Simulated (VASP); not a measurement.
# AlN (P6_3/mmc) in VASP: notebook

AlN is run at these levels: PBEsol; tasks: single point.

Program: VASP 6.6.1. These are calculated values, not measurements. Logs are shortened: lines on timing, memory, paths and dates and some standing lists are left out, and cuts for length are marked.

## Step 1: The cell of the first run

The structure is hexagonal, space group P6_3/mmc (No. 194). Conventional cell: a = 3.262 Å, b = 3.262 Å, c = 4.307 Å, α = 90.00°, β = 90.00°, γ = 120.00°. Al (site symmetry -6m2) has 5 N at 1.88 to 2.15 Å within 2.5 Å. Within 2.5 Å of N (site symmetry -6m2) lie 5 Al at 1.88 to 2.15 Å.

## Step 2: Single point, PBEsol

File INCAR:

```
SYSTEM = AlN
ALGO = Normal
EDIFF = 1E-6
ENCUT = 520
GGA = PS
ISIF = 2
ISMEAR = 0
LASPH = .True.
LCHARG = .False.
LREAL = .False.
LWAVE = .False.
NBANDS = 16
NELM = 60
PREC = Accurate
SIGMA = 0.05
```

File KPOINTS:

```
k-points
0
Gamma
  9 9 6
  0 0 0
```

File POSCAR:

```
AlN
1.0
    3.2620000000      0.0000000000      0.0000000000
   -1.6310000000      2.8249748671      0.0000000000
    0.0000000000      0.0000000000      4.3069000000
Al N
2 2
Direct
    0.3333333333      0.6666666667      0.7500000000
    0.6666666667      0.3333333333      0.2500000000
    0.3333333333      0.6666666667      0.2500000000
    0.6666666667      0.3333333333      0.7500000000
```

Potentials or basis: VASP PAW PBE potentials, release 64 (Al, N).

Command:

```console
> cat potpaw_PBE.64/Al/POTCAR potpaw_PBE.64/N/POTCAR > POTCAR
> mpirun -np 1 vasp_std > vasp.out
```

OUTCAR:

```text
SYSTEM = AlN
   EDIFF = 1E-6
   ENCUT = 520
   GGA = PS
   ISIF = 2
   ISMEAR = 0
   LASPH = .True.
   LREAL = .False.
   NELM = 60
   PREC = Accurate

 ion  position               nearest neighbor table
   1  0.333  0.667  0.750-   4 1.88   4 1.88   4 1.88   3 2.15   3 2.15   2 2.86   2 2.86   2 2.86
                             2 2.86   2 2.86   2 2.86
   2  0.667  0.333  0.250-   3 1.88   3 1.88   3 1.88   4 2.15   4 2.15   1 2.86   1 2.86   1 2.86
                             1 2.86   1 2.86   1 2.86
   3  0.333  0.667  0.250-   2 1.88   2 1.88   2 1.88   1 2.15   1 2.15
   4  0.667  0.333  0.750-   1 1.88   1 1.88   1 1.88   2 2.15   2 2.15

  LATTYP: Found a hexagonal cell.
 ALAT       =     3.2620000000
 C/A-ratio  =     1.3203249540

  Lattice vectors:

 A1 = (   3.2620000000,   0.0000000000,   0.0000000000)
 A2 = (  -1.6310000000,   2.8249748671,   0.0000000000)
 A3 = (   0.0000000000,   0.0000000000,   4.3069000000)

Analysis of symmetry for initial positions (statically):
=====================================================================
 Subroutine PRICEL returns:
 Original cell was already a primitive cell.

 Routine SETGRP: Setting up the symmetry group for a
 hexagonal supercell.

 Subroutine GETGRP returns: Found 24 space group operations
 (whereof 12 operations were pure point group operations)
 out of a pool of 24 trial point group operations.

The static configuration has the point symmetry D_3d.
 The point group associated with its full space group is D_6h.

Analysis of symmetry for dynamics (positions and initial velocities):
=====================================================================
 Subroutine PRICEL returns:
 Original cell was already a primitive cell.

 Routine SETGRP: Setting up the symmetry group for a
 hexagonal supercell.

 Subroutine GETGRP returns: Found 24 space group operations
 (whereof 12 operations were pure point group operations)
 out of a pool of 24 trial point group operations.

The dynamic configuration has the point symmetry D_3d.
 The point group associated with its full space group is D_6h.

 Subroutine INISYM returns: Found 24 space group operations
 (whereof 12 operations are pure point group operations),
 and found     1 'primitive' translations

----------------------------------------------------------------------------------------
[... 97 lines left out ...]
   EDIFF  = 0.1E-05   stopping-criterion for ELM
   LREAL  =      F    real-space projection
   EDIFFG = 0.1E-04   stopping-criterion for IOM
   NSW    =      0    number of steps for IOM
   IBRION =     -1    ionic relax: 0-MD 1-quasi-New 2-CG
   NFREE  =      0    steps in history (QN), initial steepest desc. (CG)
   ISIF   =      2    stress and relaxation
   ISYM   =      2    0-nonsym 1-usesym 2-fastsym
   POTIM  = 0.5000    time-step for ionic-motion
   TEBEG  =    0.0;   TEEND  =   0.0 temperature during run
   PSTRESS=    0.0 pullay stress
   NELECT =      16.0000    total number of electrons
   NUPDOWN=      -1.0000    fix difference up-down
   EMIN   =  10.00;   EMAX   =-10.00  energy-range for DOS
   EFERMI =   0.00;   METHOD = LEGACY
   ISMEAR =     0;   SIGMA  =   0.05  broadening in eV -4-tet -1-fermi 0-gaus
   EFERMI_NEDOS =   21; number of points for ismear=-14 and -15
   IALGO  =     38    algorithm
   IMIX   =      4    mixing-type and parameters
     AMIX     =   0.40;   BMIX     =  1.00
     AMIX_MAG =   1.60;   BMIX_MAG =  1.00
  volume/ion in A,a.u.               =       9.92        66.96
  Fermi-wavevector in a.u.,A,eV,Ry     =   1.209373  2.285384 19.899661  1.462584
  Thomas-Fermi vector in A             =   2.344953
   LORBIT       =      0    0 simple, 1 ext, 2 COOP (PROOUT), +10 PAW based schemes
   GGA     = PS    functional components
   LHFCALC =     F    Hartree Fock is set to
   AEXX    =    0.0000 exact exchange contribution
   IVDW    =     0    specifies the selected vdW correction
   LEPSILON=     F    determine dielectric tensor
   LRPA    =     F    only Hartree local field effects (RPA)
 non-spin polarized calculation
 Gauss-broadening in eV      SIGMA  =   0.05
  energy-cutoff  :      520.00
  volume of cell :       39.69
 maximum number of plane-waves:      1086
   NGX = 13   NGY = 13   NGZ = 17

 number of electron      16.0000001 magnetization

 Free energy of the ion-electron system (eV)
  ---------------------------------------------------
  ext. energy  EPLUGINS =         0.00000000
  ---------------------------------------------------
  free energy    TOTEN  =       -30.90457070 eV

  energy without entropy =      -30.90457070  energy(sigma->0) =      -30.90457070

 E-fermi :   8.2376     XC(G=0): -11.3668

 val. band max:        8.0375063215   @ k =   0.0000   0.0000   0.0000
 cond. band min:      11.1389609801   @ k =   0.0000   0.0000   0.0000
 fundamental gap:      3.1014546586
 Fermi energy:         8.2376449118

 k-point     1 :       0.0000    0.0000    0.0000
  band No.  band energies     occupation
      1      -8.8762      2.00000
      2      -5.4334      2.00000
      3       0.8810      2.00000
      4       4.7335      2.00000
      5       4.7335      2.00000
      6       6.1872      2.00000
[... 433 lines left out ...]
      3       1.3261      2.00000
      4       2.2907      2.00000
      5       2.2907      2.00000
      6       4.5556      2.00000
[... 8 lines left out ...]
     15      18.9494      0.00000
     16      20.8115      0.00000

 [... further k-points ...]

------------------------ aborting loop because EDIFF is reached ----------------------------------------

  FORCE on cell =-STRESS in cart. coord.  units (eV):
  Direction    XX          YY          ZZ          XY          YZ          ZX
  --------------------------------------------------------------------------------------
  -------------------------------------------------------------------------------------
  Total        0.4390083      0.4390083     -1.7268325      0.0000000      0.0000000      0.0000000
  in kB       17.7222963     17.7222963    -69.7103814      0.0000000      0.0000000      0.0000000
  external PRESSURE =     -11.4219296 kB  Pullay stress =       0.0000000 kB

 VOLUME and BASIS-vectors are now :
 -----------------------------------------------------------------------------
  energy-cutoff  :      520.00
  volume of cell :       39.69
      direct lattice vectors                 reciprocal lattice vectors
     3.262000000  0.000000000  0.000000000     0.306560392  0.176992725  0.000000000
    -1.631000000  2.824974867  0.000000000     0.000000000  0.353985450  0.000000000
     0.000000000  0.000000000  4.306900000     0.000000000  0.000000000  0.232185563

 POSITION                                       TOTAL-FORCE (eV/Angst)
 -----------------------------------------------------------------------------------
     -0.00000      1.88332      3.23018        -0.000000      0.000000      0.000000
      1.63100      0.94166      1.07672         0.000000     -0.000000      0.000000
     -0.00000      1.88332      1.07672         0.000000     -0.000000      0.000000
      1.63100      0.94166      3.23018         0.000000     -0.000000      0.000000
 -----------------------------------------------------------------------------------
    total drift:                                0.000000     -0.000000      0.000000

  FREE ENERGIE OF THE ION-ELECTRON SYSTEM (eV)
  ---------------------------------------------------
  free  energy   TOTEN  =       -30.9045706960 eV

  energy  without entropy=      -30.9045706960  energy(sigma->0) =      -30.90457070
```

OSZICAR:

```text
N       E                     dE             d eps       ncg     rms          rms(c)
DAV:   1     0.391486903559E+02    0.39149E+02   -0.73565E+03  1536   0.902E+02
DAV:   2    -0.318168017230E+02   -0.70965E+02   -0.65108E+02  2232   0.188E+02
DAV:   3    -0.351290207901E+02   -0.33122E+01   -0.33028E+01  1816   0.416E+01
DAV:   4    -0.351486717539E+02   -0.19651E-01   -0.19650E-01  1872   0.359E+00
DAV:   5    -0.351489268409E+02   -0.25509E-03   -0.25509E-03  1824   0.413E-01    0.114E+01
DAV:   6    -0.309707502926E+02    0.41782E+01   -0.82557E+00  1952   0.215E+01    0.397E+00
DAV:   7    -0.309442663665E+02    0.26484E-01   -0.64361E-01  1688   0.555E+00    0.282E+00
DAV:   8    -0.309114521682E+02    0.32814E-01   -0.89088E-02  1648   0.247E+00    0.824E-01
DAV:   9    -0.309042975107E+02    0.71547E-02   -0.16662E-02  1984   0.101E+00    0.271E-01
DAV:  10    -0.309046638672E+02   -0.36636E-03   -0.18945E-03  1736   0.297E-01    0.179E-01
DAV:  11    -0.309045723686E+02    0.91499E-04   -0.12839E-04  1776   0.871E-02    0.404E-02
DAV:  12    -0.309045710932E+02    0.12754E-05   -0.60756E-06  1856   0.202E-02    0.746E-03
DAV:  13    -0.309045706960E+02    0.39720E-06   -0.23644E-06  1760   0.117E-02
   1 F= -.30904571E+02 E0= -.30904571E+02  d E =-.638871E-11
```

It took 39 s on 1 thread of AMD EPYC 7R13 (Zen 3), shared host; peak memory 0.12 GiB.

What came out:

```yaml
Free_energy: -30.9046 eV
Pressure: -1.1 GPa
Band_gap_on_the_k_mesh: 3.10 eV, direct
```

Stress tensor (GPa, compression positive):
```
 1.77  0.00  0.00
 0.00  1.77  0.00
 0.00  0.00 -6.97
```

Caveat: the PAW data sets were made with another functional, which shifts forces and pressure a little.

## Step 3: Single point, PBEsol

This run uses another cell than the first one, of 10.04 Å³/atom, 1.012 times its volume.

File INCAR:

```
PREC = Accurate
ENCUT = 520
EDIFF = 1E-6
ISMEAR = 0
SIGMA = 0.05
LREAL = False
LASPH = True
NELM = 100
ALGO = Normal
ISIF = 2
LWAVE = False
LCHARG = True
GGA = PS
LELF = True
LVHAR = True
NBANDS = 16
```

File KPOINTS:

```
Automatic mesh
0
Gamma
  9 9 6
```

File POSCAR:

```
AlN
1.0
    3.3808000000      0.0000000000      0.0000000000
   -1.6904000000      2.9278586851      0.0000000000
    0.0000000000      0.0000000000      4.0584000000
Al N
2 2
Direct
    0.3333333333      0.6666666667      0.7500000000
    0.6666666667      0.3333333333      0.2500000000
    0.3333333333      0.6666666667      0.2500000000
    0.6666666667      0.3333333333      0.7500000000
```

Potentials or basis: VASP PAW PBE potentials, release 64 (Al, N).

Command:

```console
> cat potpaw_PBE.64/Al/POTCAR potpaw_PBE.64/N/POTCAR > POTCAR
> mpirun -np 1 vasp_std > vasp.out
```

Run time: 42 s. Hardware: 1 thread of AMD EPYC 7R13 (Zen 3), shared host; peak memory 0.13 GiB.

It converged, with:

```yaml
Free_energy: -30.8915 eV
Pressure: -5.9 GPa
Band_gap_on_the_k_mesh: 3.27 eV, direct
```

Stress tensor (GPa, compression positive):
```
-8.89  0.00  0.00
 0.00 -8.89  0.00
 0.00  0.00  0.00
```

Levels at points of the mesh, in eV from the valence-band top:
```tsv
k point	band 4	band 5	band 6	band 7	band 8	band 9	band 10	band 11	band 12	band 13
(0.00, 0.00, 0.00)	-3.19	-3.19	-1.27	-1.27	0.00	3.27	4.32	8.05	8.05	11.34
(0.00, 0.00, 0.50)	-3.56	-2.27	-2.27	-2.27	-2.27	5.70	5.70	8.15	8.15	8.15
```

Caveat: the PAW data sets were made with another functional, which shifts forces and pressure a little.

## Step 4: Single point, PBEsol

This run uses another cell than the first one, of 9.97 Å³/atom, 1.005 times its volume.

File INCAR:

```
SYSTEM = AlN
  PREC = Accurate
  ENCUT = 520
  EDIFF = 1E-6
  ISMEAR = 0
  SIGMA = 0.05
  LREAL = .False.
  LASPH = .True.
  NELM = 100
  ALGO = Normal
  ISIF = 2
  LWAVE = .False.
  LCHARG = .False.
  GGA = PS
  NBANDS = 16
```

File KPOINTS:

```
regular mesh
0
Gamma
  9 9 6
  0 0 0
```

File POSCAR:

```
AlN
1.0
    3.3015780391      0.0000000000      0.0000000000
   -1.6507890196      2.8592504545      0.0000000000
    0.0000000000      0.0000000000      4.2240000000
Al N
2 2
Direct
    0.3333333333      0.6666666667      0.7500000000
    0.6666666667      0.3333333333      0.2500000000
    0.3333333333      0.6666666667      0.2500000000
    0.6666666667      0.3333333333      0.7500000000
```

Command:

```console
> cat potpaw_PBE.64/Al/POTCAR potpaw_PBE.64/N/POTCAR > POTCAR
> mpirun -np 1 vasp_std > vasp.out
```

Wall time 68 s (1 thread of AMD EPYC 7R13 (Zen 3), shared host); peak memory 0.13 GiB.

The run converged. Its results:

```yaml
Free_energy: -30.9320 eV
Pressure: -3.6 GPa
Band_gap_on_the_k_mesh: 3.14 eV, direct
```

Stress tensor (GPa, compression positive):
```
-2.64  0.00  0.00
 0.00 -2.64  0.00
 0.00  0.00 -5.52
```

Levels at points of the mesh, in eV from the valence-band top:
```csv
k point,band 4,band 5,band 6,band 7,band 8,band 9,band 10,band 11,band 12,band 13
"(0.00, 0.00, 0.00)",-3.28,-3.28,-1.68,-1.68,0.00,3.14,4.33,8.15,8.15,11.08
"(0.00, 0.00, 0.50)",-3.77,-2.52,-2.52,-2.52,-2.52,5.52,5.52,8.35,8.35,8.35
```

Caveat: the PAW data sets were made with another functional, which shifts forces and pressure a little. A hybrid or GW would open this gap; PBEsol tends to underestimate it.

(Continued in part 2 of 2.)
